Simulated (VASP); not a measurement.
# Mn (I4/mmm) in VASP: further runs

Mn is run at these levels: PBEsol; tasks: single point.

Program: VASP 6.6.1. These are calculated values, not measurements. Logs are shortened: lines on timing, memory, paths and dates and some standing lists are left out, and cuts for length are marked.

### 1 The cell of the first run

The structure is tetragonal, space group I4/mmm (No. 139). Conventional cell: a = 2.441 Å, b = 2.441 Å, c = 3.390 Å, α = 90.00°, β = 90.00°, γ = 90.00°. Mn (site symmetry 4/mmm) has 12 Mn at 2.42 to 2.44 Å within 3.2 Å.

### 2 Single point, PBEsol, collinear spin, antiferromagnetic start (10.10 Å³/atom)

Contents of INCAR:

```
PREC = Accurate
ENCUT = 520
EDIFF = 1E-6
ISMEAR = -1
SIGMA = 0.05
LREAL = False
LASPH = True
NELM = 150
ALGO = Normal
ISIF = 2
LWAVE = False
LCHARG = False
ISPIN = 2
MAGMOM = 0.918 -0.918
LORBIT = 11
LMAXMIX = 4
GGA = PS
NBANDS = 24
```

Contents of KPOINTS:

```
Automatic mesh
0
Gamma
  14 14 10
```

Contents of POSCAR:

```
Mn
1.0
    2.4413386465      0.0000000000      0.0000000000
    0.0000000000      2.4413386465      0.0000000000
    0.0000000000      0.0000000000      3.3903728964
Mn
2
Direct
    0.0000000000      0.0000000000      0.0000000000
    0.5000000000      0.5000000000      0.5000000000
```

Potentials or basis: VASP PAW PBE potentials, release 64 (Mn_pv).

Command:

```sh
cat potpaw_PBE.64/Mn_pv/POTCAR > POTCAR
mpirun -np 1 vasp_std > vasp.out
```

OUTCAR:

```text
PREC = Accurate
   ENCUT = 520
   EDIFF = 1E-6
   ISMEAR = -1
   LREAL = False
   LASPH = True
   NELM = 150
   ISIF = 2
   ISPIN = 2
   LORBIT = 11
   GGA = PS

 ion  position               nearest neighbor table
   1  0.000  0.000  0.000-   2 2.42   2 2.42   2 2.42   2 2.42   2 2.42   2 2.42   2 2.42   2 2.42

   2  0.500  0.500  0.500-   1 2.42   1 2.42   1 2.42   1 2.42   1 2.42   1 2.42   1 2.42   1 2.42

  LATTYP: Found a simple tetragonal cell.
 ALAT       =     2.4413386465
 C/A-ratio  =     1.3887351930

  Lattice vectors:

 A1 = (   2.4413386465,   0.0000000000,   0.0000000000)
 A2 = (   0.0000000000,   2.4413386465,   0.0000000000)
 A3 = (   0.0000000000,   0.0000000000,   3.3903728964)

Analysis of symmetry for initial positions (statically):
=====================================================================
 Subroutine PRICEL returns following result:

  LATTYP: Found a body centered tetragonal cell.
 ALAT       =     2.4413386465
 C/A-ratio  =     1.3887351930

  Lattice vectors:

 A1 = (  -1.2206693233,  -1.2206693233,  -1.6951864482)
 A2 = (   1.2206693233,   1.2206693233,  -1.6951864482)
 A3 = (   1.2206693233,  -1.2206693233,   1.6951864482)

   2 primitive cells build up your supercell.

 Routine SETGRP: Setting up the symmetry group for a
 simple tetragonal supercell.

 Subroutine GETGRP returns: Found 16 space group operations
 (whereof 16 operations were pure point group operations)
 out of a pool of 16 trial point group operations.

The static configuration has the point symmetry D_4h.

Analysis of symmetry for dynamics (positions and initial velocities):
=====================================================================
 Subroutine PRICEL returns following result:

  LATTYP: Found a body centered tetragonal cell.
 ALAT       =     2.4413386465
 C/A-ratio  =     1.3887351930

  Lattice vectors:

 A1 = (  -1.2206693233,  -1.2206693233,  -1.6951864482)
 A2 = (   1.2206693233,   1.2206693233,  -1.6951864482)
 A3 = (   1.2206693233,  -1.2206693233,   1.6951864482)

   2 primitive cells build up your supercell.

 Routine SETGRP: Setting up the symmetry group for a
 simple tetragonal supercell.

 Subroutine GETGRP returns: Found 16 space group operations
 (whereof 16 operations were pure point group operations)
 out of a pool of 16 trial point group operations.

The dynamic configuration has the point symmetry D_4h.

Analysis of structural, dynamic, and magnetic symmetry:
=====================================================================
 Subroutine PRICEL returns following result:

  LATTYP: Found a body centered tetragonal cell.
 ALAT       =     2.4413386465
 C/A-ratio  =     1.3887351930

  Lattice vectors:

 A1 = (  -1.2206693233,  -1.2206693233,  -1.6951864482)
 A2 = (   1.2206693233,   1.2206693233,  -1.6951864482)
 A3 = (   1.2206693233,  -1.2206693233,   1.6951864482)

   2 primitive cells build up your supercell.

 Routine SETGRP: Setting up the symmetry group for a
 simple tetragonal supercell.

 Subroutine GETGRP returns: Found 16 space group operations
 (whereof 16 operations were pure point group operations)
 out of a pool of 16 trial point group operations.

The overall configuration has the point symmetry D_4h.

 Subroutine INISYM returns: Found 16 space group operations
 (whereof 16 operations are pure point group operations),
 and found     2 'primitive' translations

----------------------------------------------------------------------------------------

                                     Primitive cell

  volume of cell :      10.1035

  direct lattice vectors                    reciprocal lattice vectors
    -1.220669323 -1.220669323 -1.695186448     0.000000000 -0.409611342 -0.294952806
     1.220669323  1.220669323 -1.695186448     0.409611342 -0.000000000 -0.294952806
     1.220669323 -1.220669323  1.695186448     0.409611342 -0.409611342  0.000000000

  length of vectors
     2.419447104  2.419447104  2.419447104     0.504755990  0.504755990  0.579277916

  position of ions in fractional coordinates (direct lattice)
     0.000000000  0.000000000  0.000000000

  ion indices of the primitive-cell ions
   primitive index   ion index
                 1           1

----------------------------------------------------------------------------------------

 KPOINTS: Automatic mesh

Automatic generation of k-mesh.
 Grid dimensions read from file:
 generate k-points for:   14   14   10

 Generating k-lattice:

  Cartesian coordinates                     Fractional coordinates (reciprocal lattice)
     0.029257953  0.000000000  0.000000000     0.071428571  0.000000000  0.000000000
     0.000000000  0.029257953  0.000000000     0.000000000  0.071428571  0.000000000
     0.000000000  0.000000000  0.029495281     0.000000000  0.000000000  0.100000000

  Length of vectors
     0.029257953  0.029257953  0.029495281

  Shift w.r.t. Gamma in fractional coordinates (k-lattice)
     0.000000000  0.000000000  0.000000000

 Subroutine IBZKPT returns following result:
 ===========================================

 Found    216 irreducible k-points:

 Following reciprocal coordinates:
            Coordinates               Weight
  0.000000  0.000000  0.000000      1.000000
  0.071429  0.000000  0.000000      4.000000
  0.142857  0.000000  0.000000      4.000000
  0.214286  0.000000  0.000000      4.000000
  0.285714  0.000000  0.000000      4.000000
  0.357143  0.000000  0.000000      4.000000
[... 16 lines left out ...]
  0.285714  0.214286  0.000000      8.000000
  0.357143  0.214286  0.000000      8.000000
 [... further k-points ...]
   k-points           NKPTS =    216   k-points in BZ     NKDIM =    216   number of bands    NBANDS=     24
   number of dos      NEDOS =    301   number of ions     NIONS =      2
   total plane-waves  NPLWV =   9072
   dimension x,y,z NGX =    18 NGY =   18 NGZ =   28
   dimension x,y,z NGXF=    36 NGYF=   36 NGZF=   56
   ions per type =               2
   NGX,Y,Z   is equivalent  to a cutoff of  12.26, 12.26, 13.73 a.u.
   NGXF,Y,Z  is equivalent  to a cutoff of  24.51, 24.51, 27.46 a.u.
 SYSTEM =  unknown system
   PREC   = accura    normal or accurate (medium, high low for compatibility)
   ISTART =      0    job   : 0-new  1-cont  2-samecut
   ICHARG =      2    charge: 1-file 2-atom 10-const
   ISPIN  =      2    spin polarized calculation?
   LNONCOLLINEAR =      F non collinear calculations
   LSORBIT =      F    spin-orbit coupling
   LASPH  =      T    aspherical Exc in radial PAW
   ENCUT  =  520.0 eV  38.22 Ry    6.18 a.u.   4.54  4.54  6.30*2*pi/ulx,y,z
   NELM   =    150;   NELMIN=  2; NELMDL= -5     # of ELM steps
   EDIFF  = 0.1E-05   stopping-criterion for ELM
   LREAL  =      F    real-space projection
   EDIFFG = 0.1E-04   stopping-criterion for IOM
   NSW    =      0    number of steps for IOM
   IBRION =     -1    ionic relax: 0-MD 1-quasi-New 2-CG
   NFREE  =      0    steps in history (QN), initial steepest desc. (CG)
   ISIF   =      2    stress and relaxation
   ISYM   =      2    0-nonsym 1-usesym 2-fastsym
   POTIM  = 0.5000    time-step for ionic-motion
   TEBEG  =    0.0;   TEEND  =   0.0 temperature during run
   PSTRESS=    0.0 pullay stress
   NELECT =      26.0000    total number of electrons
   NUPDOWN=      -1.0000    fix difference up-down
   EMIN   =  10.00;   EMAX   =-10.00  energy-range for DOS
   EFERMI =   0.00;   METHOD = LEGACY
   ISMEAR =    -1;   SIGMA  =   0.05  broadening in eV -4-tet -1-fermi 0-gaus
   EFERMI_NEDOS =   21; number of points for ismear=-14 and -15
   IALGO  =     38    algorithm
   IMIX   =      4    mixing-type and parameters
     AMIX     =   0.40;   BMIX     =  1.00
     AMIX_MAG =   1.60;   BMIX_MAG =  1.00
  volume/ion in A,a.u.               =      10.10        68.18
  Fermi-wavevector in a.u.,A,eV,Ry     =   1.780593  3.364834 43.137449  3.170513
  Thomas-Fermi vector in A             =   2.845354
   LORBIT       =     11    0 simple, 1 ext, 2 COOP (PROOUT), +10 PAW based schemes
   GGA     = PS    functional components
   LHFCALC =     F    Hartree Fock is set to
   AEXX    =    0.0000 exact exchange contribution
   IVDW    =     0    specifies the selected vdW correction
   LEPSILON=     F    determine dielectric tensor
   LRPA    =     F    only Hartree local field effects (RPA)
 spin polarized calculation
  energy-cutoff  :      520.00
  volume of cell :       20.21
 maximum number of plane-waves:       564
   NGX =  9   NGY =  9   NGZ = 13

 number of electron      26.0000033 magnetization      -0.0000000

 number of electron      26.0000033 magnetization       0.0000000

 Free energy of the ion-electron system (eV)
  ---------------------------------------------------
  ext. energy  EPLUGINS =         0.00000000
  ---------------------------------------------------
  free energy    TOTEN  =       -19.34623773 eV

  energy without entropy =      -19.32259817  energy(sigma->0) =      -19.33441795

 E-fermi :  11.2340     XC(G=0): -14.5688

 val. band max:       11.2314325002   @ k =   0.2143   0.0000   0.3000
 cond. band min:      11.2354248944   @ k =   0.1429   0.0000   0.2000
 fundamental gap:      0.0039923943
 Fermi energy:        11.2340248907

 spin component 1

 k-point     1 :       0.0000    0.0000    0.0000
  band No.  band energies     occupation
      1     -37.1410      1.00000
      2     -36.6586      1.00000
      3     -36.6586      1.00000
      4     -36.1392      1.00000
      5     -36.0829      1.00000
      6     -36.0829      1.00000
[... 637 lines left out ...]
     23      30.5100      0.00000
     24      32.3229      0.00000

 [... further k-points ...]

 spin component 2

 k-point     1 :       0.0000    0.0000    0.0000
  band No.  band energies     occupation
      1     -37.1410      1.00000
      2     -36.6586      1.00000
      3     -36.6586      1.00000
      4     -36.1392      1.00000
      5     -36.0829      1.00000
      6     -36.0829      1.00000
[... 637 lines left out ...]
     23      30.5100      0.00000
     24      32.3229      0.00000

 [... further k-points ...]

------------------------ aborting loop because EDIFF is reached ----------------------------------------

  FORCE on cell =-STRESS in cart. coord.  units (eV):
  Direction    XX          YY          ZZ          XY          YZ          ZX
  --------------------------------------------------------------------------------------
  -------------------------------------------------------------------------------------
  Total        1.0501626      1.0501626      1.3728179      0.0000000     -0.0000000      0.0000000
  in kB       83.2652177     83.2652177    108.8478886      0.0000000     -0.0000000      0.0000000
  external PRESSURE =      91.7927747 kB  Pullay stress =       0.0000000 kB

 VOLUME and BASIS-vectors are now :
 -----------------------------------------------------------------------------
  energy-cutoff  :      520.00
  volume of cell :       20.21
      direct lattice vectors                 reciprocal lattice vectors
     2.441338647  0.000000000  0.000000000     0.409611342  0.000000000  0.000000000
     0.000000000  2.441338647  0.000000000     0.000000000  0.409611342  0.000000000
     0.000000000  0.000000000  3.390372896     0.000000000  0.000000000  0.294952806

 POSITION                                       TOTAL-FORCE (eV/Angst)
 -----------------------------------------------------------------------------------
      0.00000      0.00000      0.00000         0.000000      0.000000      0.000000
      1.22067      1.22067      1.69519        -0.000000     -0.000000     -0.000000
 -----------------------------------------------------------------------------------
    total drift:                                0.000000     -0.000000     -0.000000

  FREE ENERGIE OF THE ION-ELECTRON SYSTEM (eV)
  ---------------------------------------------------
  free  energy   TOTEN  =       -19.3462377322 eV

  energy  without entropy=      -19.3225981745  energy(sigma->0) =      -19.33441795

 total charge

# of ion       s       p       d       tot
------------------------------------------
    1        0.456   6.453   5.213  12.121
    2        0.456   6.453   5.213  12.121
--------------------------------------------------
tot          0.912  12.906  10.425  24.243

 magnetization (x)

# of ion       s       p       d       tot
------------------------------------------
    1        0.006   0.008   0.434   0.447
    2       -0.006  -0.008  -0.434  -0.447
--------------------------------------------------
tot          0.000   0.000   0.000   0.000
```

It took 86 s on 1 thread of Intel Xeon 6975P-C (Granite Rapids), shared host; peak memory 0.24 GiB.

Results:

```yaml
Free_energy: -19.3462 eV
Pressure: 9.2 GPa
Band_gap_on_the_k_mesh: zero (filled and empty bands overlap)
Net_moment: 0.00 μB per cell
Site_moments: Mn +0.45, -0.45 μB
Valence_electrons_inside_the_program's_atomic_spheres: Mn 12.12
```

Caveat: the cell stands under pressure; the PAW data sets were made with another functional, which shifts forces and pressure a little.

[end of part 1 of 2]
